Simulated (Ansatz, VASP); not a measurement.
## One calculation of PtSe2, two programs

```xyz
3
Lattice="3.6123 0.0000 0.0000 -1.8061 3.1283 0.0000 0.0000 0.0000 5.0620" Properties=species:S:1:pos:R:3 pbc="T T T"
Pt    0.0000    0.0000    0.0000
Se    0.0000    2.0856    1.2655
Se    1.8061    1.0428    3.7965
```

Change from the starting cell: strain -0.0300 x Voigt [1, 1, 0, 0, 0, 0], atoms carried along.

Alike in both runs: task single point; functional PBEsol; dispersion D3(BJ); k mesh 12 × 12 × 10; occupations gaussian, width 0.15 eV; no spin polarisation.

|  | VASP | Ansatz |
| --- | --- | --- |
| version | VASP 6.6.1 | Ansatz 0.2.0 |
| potentials or method | VASP PAW PBE potentials, release 64 (Pt, Se), cutoff 520 eV | scalar-relativistic, plane waves, PAW |
| valence electrons in the cell | 22 | 50 |

Ansatz gave:

| Item | Value |
| --- | --- |
| gap on the k mesh at the Fermi level (eV) | none |
| pressure (GPa) | 9.1 |
| traceless stress, the component that is largest in VASP (GPa) | -4.61 |
| rms of the force components (eV/Å) | 0.534 |

Q: Which values does VASP return?

A: gap on the k mesh at the Fermi level (eV): none; pressure (GPa): 9.3; traceless stress, the component that is largest in VASP (GPa): -4.67; rms of the force components (eV/Å): 0.545.

VASP's potentials were made for PBE, not for PBEsol. Atom by atom the forces differ by 0.012 eV/Å (rms over components). A gap of «none» marks a metal or a gap that the smearing closes. VASP's potentials hold 22 valence electrons a cell and Ansatz's 50, so a difference there can come from the potentials and not from the codes.

Spin-orbit coupling is off throughout.
